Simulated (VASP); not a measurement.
Set up this calculation in VASP 6.6.1, as the native input.

```
Task                   : relaxation of shape and atoms at fixed volume
Functional             : PBEsol
Potentials or basis    : VASP PAW PBE potentials, release 64 (Cu)
Cutoff                 : 600 eV
k mesh                 : 20 × 20 × 20
Occupations            : gaussian, width 0.1 eV
Spin                   : no spin polarisation
Dipole correction      : no
Further INCAR settings : ALGO = Fast; EDIFF = 1e-06; IBRION = 2; EDIFFG = -0.01; NSW = 50; ISIF = 4
```

The structure of Cu lies in POSCAR:

```
Cu
1.0
   -1.4762937597      1.4762937597      1.3813137523
    1.4762937597     -1.4762937597      1.3813137523
    1.4762937597      1.4762937597     -1.3813137523
Cu
1
Direct
    0.0000000000      0.0000000000      0.0000000000
```

These files were run (other wordings do the same):

INCAR

```
SYSTEM = Cu
PREC = Accurate
ENCUT = 600
EDIFF = 1E-6
ISMEAR = 0
SIGMA = 0.1
LREAL = .FALSE.
LASPH = .TRUE.
NELM = 60
ALGO = Fast
ISIF = 4
LWAVE = .FALSE.
LCHARG = .FALSE.
GGA = PS
IBRION = 2
NSW = 50
EDIFFG = -0.01
```

KPOINTS

```
regular mesh
0
G
  20 20 20
  0 0 0
```

Potentials or basis: VASP PAW PBE potentials, release 64 (Cu).

Run with:

```console
$ cat potpaw_PBE.64/Cu/POTCAR > POTCAR
$ mpirun -np 1 vasp_std > vasp.out
```

It gave:

```json
{
 "Pressure after relaxing": "-7.1 GPa",
 "Band gap on the k mesh": "zero (an odd number of electrons rules out a gap without spin polarisation)"
}
```

Caveat: the PAW data sets were made with another functional, which shifts forces and pressure a little.

Run time: 57 s on 1 thread of Intel(R) Xeon(R) Platinum 8259CL CPU @ 2.50GHz (Skylake/Cascade Lake) (shared host), peak memory 0.2 GiB.
